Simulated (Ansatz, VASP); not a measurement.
# One calculation of B, two programs

Contents of POSCAR:

```
B
1.0
    0.0000000000      1.9716135969      1.9716135969
    1.9716135969      0.0000000000      1.9716135969
    1.9716135969      1.9716135969      0.0000000000
B
2
Direct
    0.1250000000      0.1250000000      0.1250000000
    0.8750000000      0.8750000000      0.8750000000
```

The input INCAR.step1:

```
ALGO = Normal
EDIFF = 1E-4
ENCUT = 520
GGA = PE
ISMEAR = -1
LASPH = True
LCHARG = False
LREAL = False
LWAVE = True
NBANDS = 10
NELM = 60
PREC = Accurate
SIGMA = 0.1
```

The input INCAR.step2:

```
ALGO = Normal
EDIFF = 1E-6
ENCUT = 520
ISIF = 2
ISMEAR = -1
ISTART = 1
LASPH = True
LCHARG = False
LMIXTAU = True
LREAL = False
LWAVE = False
METAGGA = R2SCAN
NBANDS = 10
NELM = 60
PREC = Accurate
SIGMA = 0.1
```

File KPOINTS:

```
k-points
0
Gamma
  15 15 15
```

Input for Ansatz:

```yaml
crystal:
  lattice:
    - [0.0, 1.9716135969, 1.9716135969]
    - [1.9716135969, 0.0, 1.9716135969]
    - [1.9716135969, 1.9716135969, 0.0]
  atoms:
    - { symbol: B, position: [0.125, 0.125, 0.125] }
    - { symbol: B, position: [0.875, 0.875, 0.875] }
hamiltonian:
  xc: r2scan
  pseudopotentials:
    kind: paw
    azcp:
      B: "pseudopotentials/B.paw.azcp"
basis:
  ecutwfc: 500
  fft_grid_basis: typed
kpoints:
  mp_grid: { grid: [15, 15, 15], shift: [0, 0, 0] }
magnetization:
  spin_polarized: false
scf:
  occupations: { method: fermi_dirac, width: 0.1 }
  lower_state_search: "off"
output:
  stress: true
```

Alike in both runs: task single point; functional r2SCAN; k mesh 15 × 15 × 15; occupations fermi-dirac, width 0.1 eV; no spin polarisation.

|  | VASP | Ansatz |
| --- | --- | --- |
| version | VASP 6.6.1 | Ansatz 0.2.0 |
| potentials or method | VASP PAW PBE potentials, release 64 (B), cutoff 520 eV | plane waves (500 eV) with PAW, scalar-relativistic |
| valence electrons in the cell | 6 | 6 |

|  | VASP | Ansatz | Ansatz less VASP |
| --- | --- | --- | --- |
| pressure (GPa) | 17.3 | 17.2 | -0.08 |

VASP's potentials were made for PBE, not for r2SCAN. The functional is the same, so the differences come from potentials, cutoffs and numerics.
